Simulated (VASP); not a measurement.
# AlGe4As (I-4) in VASP: single point with r2SCAN

Aim: the single point of AlGe4As with r2SCAN.

All numbers are computed with VASP 6.6.1; they aren't measurements. Logs are shortened: lines on timing, memory, paths and dates and some standing lists are left out, and cuts for length are marked.

### 1 The cell of the first run

Symmetry: I-4, No. 82, tetragonal system. The conventional cell has a = 5.762 Å, b = 5.762 Å, c = 7.807 Å, α = 90.00°, β = 90.00°, γ = 90.00°. Within 3.0 Å of Al (site symmetry -4) lie 4 Ge at 2.25 Å. Within 3.2 Å of As (site symmetry -4) lie 4 Ge at 2.43 Å. Within 3.0 Å of Ge (site symmetry 1) lie 1 Al at 2.25 Å and 1 As at 2.43 Å.

### 2 Single point, r2SCAN

POSCAR reads:

```
AlGe4As
1.0
   -2.8807540000      2.8807540000      3.9037160000
    2.8807540000     -2.8807540000      3.9037160000
    2.8807540000      2.8807540000     -3.9037160000
Al As Ge
1 1 4
Direct
    0.0000000000      0.0000000000      0.0000000000
    0.2500000000      0.7500000000      0.5000000000
    0.3890000000      0.3500000000      0.5030000000
    0.6500000000      0.1530000000      0.0390000000
    0.8470000000      0.8860000000      0.4970000000
    0.1140000000      0.6110000000      0.9610000000
```

INCAR.step1 reads:

```
SYSTEM = AlGe4As
PREC = Accurate
ENCUT = 520
ISMEAR = 0
SIGMA = 0.0181
LREAL = .False.
LASPH = .True.
NELM = 60
NBANDS = 41
GGA = PE
ALGO = Normal
EDIFF = 1E-4
LWAVE = .True.
LCHARG = .False.
```

INCAR.step2 reads:

```
SYSTEM = AlGe4As
PREC = Accurate
ENCUT = 520
EDIFF = 1E-6
ISMEAR = 0
SIGMA = 0.0181
LREAL = .False.
LASPH = .True.
NELM = 60
ALGO = Normal
ISIF = 2
LWAVE = .False.
LCHARG = .False.
METAGGA = R2SCAN
LMIXTAU = .True.
NBANDS = 41
ISTART = 1
```

KPOINTS reads:

```
Automatic mesh
0
Gamma
  6 6 6
  0 0 0
```

Potentials or basis: VASP PAW PBE potentials, release 64 (Al, As, Ge_d).

The run is started by

```sh
$ cat potpaw_PBE.64/Al/POTCAR potpaw_PBE.64/As/POTCAR potpaw_PBE.64/Ge_d/POTCAR > POTCAR
$ cp INCAR.step1 INCAR
$ mpirun -np 1 vasp_std > vasp.out
$ cp INCAR.step2 INCAR
$ mpirun -np 1 vasp_std > vasp.out
```

OUTCAR:

```text
SYSTEM = AlGe4As
   PREC = Accurate
   ENCUT = 520
   EDIFF = 1E-6
   ISMEAR = 0
   LREAL = .False.
   LASPH = .True.
   NELM = 60
   ISIF = 2
   METAGGA = R2SCAN
   ISTART = 1

 ion  position               nearest neighbor table
   1  0.000  0.000  0.000-   6 2.25   4 2.25   3 2.25   5 2.25
   2  0.250  0.750  0.500-   4 2.43   3 2.43   5 2.43   6 2.43
   3  0.389  0.350  0.503-   1 2.25   2 2.43
   4  0.650  0.153  0.039-   1 2.25   2 2.43
   5  0.847  0.886  0.497-   1 2.25   2 2.43
   6  0.114  0.611  0.961-   1 2.25   2 2.43

  LATTYP: Found a body centered tetragonal cell.
 ALAT       =     5.7615080000
 C/A-ratio  =     1.3551021712

  Lattice vectors:

 A1 = (  -2.8807540000,   2.8807540000,   3.9037160000)
 A2 = (   2.8807540000,  -2.8807540000,   3.9037160000)
 A3 = (   2.8807540000,   2.8807540000,  -3.9037160000)

Analysis of symmetry for initial positions (statically):
=====================================================================
 Subroutine PRICEL returns:
 Original cell was already a primitive cell.

 Routine SETGRP: Setting up the symmetry group for a
 body centered tetragonal supercell.

 Subroutine GETGRP returns: Found  4 space group operations
 (whereof  4 operations were pure point group operations)
 out of a pool of 16 trial point group operations.

The static configuration has the point symmetry S_4 .

Analysis of symmetry for dynamics (positions and initial velocities):
=====================================================================
 Subroutine PRICEL returns:
 Original cell was already a primitive cell.

 Routine SETGRP: Setting up the symmetry group for a
 body centered tetragonal supercell.

 Subroutine GETGRP returns: Found  4 space group operations
 (whereof  4 operations were pure point group operations)
 out of a pool of 16 trial point group operations.

The dynamic configuration has the point symmetry S_4 .

 Subroutine INISYM returns: Found  4 space group operations
 (whereof  4 operations are pure point group operations),
 and found     1 'primitive' translations

----------------------------------------------------------------------------------------

                                     Primitive cell

  volume of cell :     129.5838

  direct lattice vectors                    reciprocal lattice vectors
    -2.880754000  2.880754000  3.903716000     0.000000000  0.173565671  0.128083088
     2.880754000 -2.880754000  3.903716000     0.173565671  0.000000000  0.128083088
     2.880754000  2.880754000 -3.903716000     0.173565671  0.173565671  0.000000000

  length of vectors
     5.642382992  5.642382992  5.642382992     0.215708877  0.215708877  0.245458925

  position of ions in fractional coordinates (direct lattice)
     0.000000000  0.000000000  0.000000000
     0.250000000  0.750000000  0.500000000
     0.389000000  0.350000000  0.503000000
     0.650000000  0.153000000  0.039000000
     0.847000000  0.886000000  0.497000000
     0.114000000  0.611000000  0.961000000

  ion indices of the primitive-cell ions
   primitive index   ion index
                 1           1
                 2           2
                 3           3
                 4           4
                 5           5
                 6           6

----------------------------------------------------------------------------------------

 KPOINTS: Automatic mesh

Automatic generation of k-mesh.
 Grid dimensions read from file:
 generate k-points for:    6    6    6

 Generating k-lattice:

  Cartesian coordinates                     Fractional coordinates (reciprocal lattice)
     0.000000000  0.028927612  0.021347181     0.166666667 -0.000000000  0.000000000
     0.028927612  0.000000000  0.021347181    -0.000000000  0.166666667  0.000000000
     0.028927612  0.028927612  0.000000000     0.000000000  0.000000000  0.166666667

  Length of vectors
     0.035951479  0.035951479  0.040909821

  Shift w.r.t. Gamma in fractional coordinates (k-lattice)
     0.000000000  0.000000000  0.000000000

 Subroutine IBZKPT returns following result:
 ===========================================

 Found     36 irreducible k-points:

 Following reciprocal coordinates:
            Coordinates               Weight
  0.000000  0.000000  0.000000      1.000000
  0.166667  0.000000  0.000000      8.000000
  0.333333  0.000000 -0.000000      8.000000
  0.500000  0.000000 -0.000000      4.000000
  0.166667  0.166667 -0.000000      8.000000
  0.333333  0.166667 -0.000000      8.000000
[... 16 lines left out ...]
 -0.333333  0.333333 -0.166667      4.000000
 -0.166667  0.333333  0.166667      8.000000
 [... further k-points ...]
   k-points           NKPTS =     36   k-points in BZ     NKDIM =     36   number of bands    NBANDS=     41
   number of dos      NEDOS =    301   number of ions     NIONS =      6
   total plane-waves  NPLWV =  74088
   dimension x,y,z NGX =    42 NGY =   42 NGZ =   42
   dimension x,y,z NGXF=    84 NGYF=   84 NGZF=   84
   ions per type =               1   1   4
   NGX,Y,Z   is equivalent  to a cutoff of  12.37, 12.37, 12.37 a.u.
   NGXF,Y,Z  is equivalent  to a cutoff of  24.75, 24.75, 24.75 a.u.
 SYSTEM =  AlGe4As
   PREC   = accura    normal or accurate (medium, high low for compatibility)
   ISTART =      1    job   : 0-new  1-cont  2-samecut
   ICHARG =      0    charge: 1-file 2-atom 10-const
   ISPIN  =      1    spin polarized calculation?
   LNONCOLLINEAR =      F non collinear calculations
   LSORBIT =      F    spin-orbit coupling
   LASPH  =      T    aspherical Exc in radial PAW
   ENCUT  =  520.0 eV  38.22 Ry    6.18 a.u.  10.49 10.49 10.49*2*pi/ulx,y,z
   NELM   =     60;   NELMIN=  2; NELMDL=  0     # of ELM steps
   EDIFF  = 0.1E-05   stopping-criterion for ELM
   LREAL  =      F    real-space projection
   EDIFFG = 0.1E-04   stopping-criterion for IOM
   NSW    =      0    number of steps for IOM
   IBRION =     -1    ionic relax: 0-MD 1-quasi-New 2-CG
   NFREE  =      0    steps in history (QN), initial steepest desc. (CG)
   ISIF   =      2    stress and relaxation
   ISYM   =      2    0-nonsym 1-usesym 2-fastsym
   POTIM  = 0.5000    time-step for ionic-motion
   TEBEG  =    0.0;   TEEND  =   0.0 temperature during run
   PSTRESS=    0.0 pullay stress
   NELECT =      64.0000    total number of electrons
   NUPDOWN=      -1.0000    fix difference up-down
   EMIN   =  10.00;   EMAX   =-10.00  energy-range for DOS
   EFERMI =   0.00;   METHOD = LEGACY
   ISMEAR =     0;   SIGMA  =   0.02  broadening in eV -4-tet -1-fermi 0-gaus
   EFERMI_NEDOS =   21; number of points for ismear=-14 and -15
   IALGO  =     38    algorithm
   IMIX   =      4    mixing-type and parameters
     AMIX     =   0.40;   BMIX     =  1.00
     AMIX_MAG =   1.60;   BMIX_MAG =  1.00
  volume/ion in A,a.u.               =      21.60       145.75
  Fermi-wavevector in a.u.,A,eV,Ry     =   1.294051  2.445401 22.783871  1.674567
  Thomas-Fermi vector in A             =   2.425658
   LORBIT       =      0    0 simple, 1 ext, 2 COOP (PROOUT), +10 PAW based schemes
   METAGGA = R2SCAN    functional components
   LHFCALC =     F    Hartree Fock is set to
   AEXX    =    0.0000 exact exchange contribution
   IVDW    =     0    specifies the selected vdW correction
   LEPSILON=     F    determine dielectric tensor
   LRPA    =     F    only Hartree local field effects (RPA)
 non-spin polarized calculation
 Gauss-broadening in eV      SIGMA  =   0.02
  energy-cutoff  :      520.00
  volume of cell :      129.58
 maximum number of plane-waves:      3511
 NGX is ok and might be reduce to    42
   NGX = 21   NGY = 21   NGZ = 21

 number of electron      64.0000010 magnetization

 Free energy of the ion-electron system (eV)
  ---------------------------------------------------
  ext. energy  EPLUGINS =         0.00000000
  ---------------------------------------------------
  free energy    TOTEN  =       -71.82612276 eV

  energy without entropy =      -71.82546211  energy(sigma->0) =      -71.82579243

 E-fermi :   4.8355     XC(G=0): -10.8183

 val. band max:        4.8282879775   @ k =  -0.3333   0.3333   0.1667
 cond. band min:       4.8704627664   @ k =  -0.3333   0.1667   0.0000
 fundamental gap:      0.0421747889
 Fermi energy:         4.8355436420

 k-point     1 :       0.0000    0.0000    0.0000
  band No.  band energies     occupation
      1     -20.4219      2.00000
      2     -20.4139      2.00000
      3     -20.4123      2.00000
      4     -20.4123      2.00000
      5     -20.4030      2.00000
      6     -20.3913      2.00000
[... 33 lines left out ...]
     40      11.6833      0.00000
     41      11.7846      0.00000

 k-point     2 :       0.1667    0.0000    0.0000
  band No.  band energies     occupation
      1     -20.4219      2.00000
      2     -20.4143      2.00000
      3     -20.4122      2.00000
      4     -20.4114      2.00000
      5     -20.4025      2.00000
      6     -20.3928      2.00000
[... 33 lines left out ...]
     40      11.3886      0.00000
     41      11.9580      0.00000

 k-point     3 :       0.3333    0.0000   -0.0000
  band No.  band energies     occupation
      1     -20.4214      2.00000
      2     -20.4150      2.00000
      3     -20.4127      2.00000
      4     -20.4097      2.00000
      5     -20.4008      2.00000
      6     -20.3944      2.00000
[... 33 lines left out ...]
     40      11.0641      0.00000
     41      11.7700      0.00000

 k-point     4 :       0.5000    0.0000   -0.0000
  band No.  band energies     occupation
      1     -20.4207      2.00000
      2     -20.4154      2.00000
      3     -20.4134      2.00000
      4     -20.4088      2.00000
      5     -20.3996      2.00000
      6     -20.3954      2.00000
[... 825 lines left out ...]
     40      10.6466      0.00000
     41      11.2254      0.00000

 k-point    23 :      -0.3333    0.3333   -0.1667
  band No.  band energies     occupation
      1     -20.4216      2.00000
      2     -20.4151      2.00000
      3     -20.4123      2.00000
      4     -20.4088      2.00000
      5     -20.3996      2.00000
      6     -20.3971      2.00000
[... 33 lines left out ...]
     40      10.3781      0.00000
     41      10.9914      0.00000

 k-point    24 :      -0.1667    0.3333    0.1667
  band No.  band energies     occupation
      1     -20.4209      2.00000
      2     -20.4153      2.00000
      3     -20.4135      2.00000
      4     -20.4086      2.00000
      5     -20.4002      2.00000
      6     -20.3957      2.00000
[... 33 lines left out ...]
     40      10.4071      0.00000
     41      11.2090      0.00000

 [... further k-points ...]

------------------------ aborting loop because EDIFF is reached ----------------------------------------

  FORCE on cell =-STRESS in cart. coord.  units (eV):
  Direction    XX          YY          ZZ          XY          YZ          ZX
  --------------------------------------------------------------------------------------
  -------------------------------------------------------------------------------------
  Total        9.8596181      9.8596181      4.1455430      0.0000377     -0.0000000      0.0000000
  in kB      121.9046086    121.9046086     51.2556154      0.0004666     -0.0000000      0.0000000
  external PRESSURE =      98.3549442 kB  Pullay stress =       0.0000000 kB

 VOLUME and BASIS-vectors are now :
 -----------------------------------------------------------------------------
  energy-cutoff  :      520.00
  volume of cell :      129.58
      direct lattice vectors                 reciprocal lattice vectors
    -2.880754000  2.880754000  3.903716000     0.000000000  0.173565671  0.128083088
     2.880754000 -2.880754000  3.903716000     0.173565671  0.000000000  0.128083088
     2.880754000  2.880754000 -3.903716000     0.173565671  0.173565671  0.000000000

 POSITION                                       TOTAL-FORCE (eV/Angst)
 -----------------------------------------------------------------------------------
      0.00000      0.00000      0.00000         0.000000     -0.000000      0.000000
      2.88075     -0.00000      1.95186         0.000000     -0.000000      0.000000
      1.33667      1.56137      0.92128         1.173288      2.859657      1.010023
     -1.31939      1.54408      2.98244         2.859657     -1.173288     -1.010023
      1.54408      1.31939      4.82499        -1.173288     -2.859657      1.010023
      4.20014      1.33667     -0.92128        -2.859657      1.173288     -1.010023
 -----------------------------------------------------------------------------------
    total drift:                                0.000206      0.000204      0.000219

  FREE ENERGIE OF THE ION-ELECTRON SYSTEM (eV)
  ---------------------------------------------------
  free  energy   TOTEN  =       -71.8261227555 eV

  energy  without entropy=      -71.8254621057  energy(sigma->0) =      -71.82579243
```

Run time: 11 min. Hardware: 1 thread of Intel Xeon Platinum 8259CL at 2.50GHz (Skylake/Cascade Lake), shared host; peak memory 0.38 GiB.

What came out:

```
Free energy            : -71.8261 eV
Pressure               : 9.8 GPa
Largest force          : 3.252 eV/Å
Band gap on the k mesh : zero (bands 32 and 33 overlap by 1.52 eV)
```

Forces in eV/Å, atoms in the order of the input:
```
Al   0.000  0.000  0.000
As   0.000  0.000  0.000
Ge   1.173  2.860  1.010
Ge   2.860 -1.173 -1.010
Ge  -1.173 -2.860  1.010
Ge  -2.860  1.173 -1.010
```

Stress tensor (GPa, compression positive):
```
12.19  0.00  0.00
 0.00 12.19  0.00
 0.00  0.00  5.13
```

Caveat: the cell stands under pressure; the PAW data sets were made with another functional, which shifts forces and pressure a little.
